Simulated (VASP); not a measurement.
A run of VASP 6.6.1 is set up as follows.

File INCAR:

```
SYSTEM = Ag
PREC = Accurate
ENCUT = 520
EDIFF = 1E-6
ISMEAR = -1
SIGMA = 0.1
LREAL = .FALSE.
LASPH = .TRUE.
NELM = 80
ALGO = Normal
ISIF = 2
LWAVE = .FALSE.
LCHARG = .FALSE.
GGA = PE
NBANDS = 48
```

The input KPOINTS:

```
regular mesh
0
G
  3 3 3
  0 0 0
```

Contents of POSCAR:

```
Ag
1.0
    0.0000000000      4.0855000000      4.0855000000
    4.0855000000      0.0000000000      4.0855000000
    4.0855000000      4.0855000000      0.0000000000
Ag
7
Direct
    0.0000000000      0.0000000000      0.1249998776
    0.0000000000      0.5000000000      0.0000000000
    0.0000000000      0.5000000000      0.5000000000
    0.5000000000      0.0000000000      0.0000000000
    0.5000000000      0.0000000000      0.5000000000
    0.5000000000      0.5000000000      0.0000000000
    0.5000000000      0.5000000000      0.5000000000
```

Potentials or basis: VASP PAW PBE potentials, release 64 (Ag).

Launch:

```sh
$ cat potpaw_PBE.64/Ag/POTCAR > POTCAR
$ mpirun -np 1 vasp_std > vasp.out
```

(1) What does it give for the pressure?

(2) Predict the largest force.

Results:

(1) 3.5 GPa.

(2) 1.269 eV/Å.

Caveat: the k points lie up to 0.44 Å⁻¹ apart.
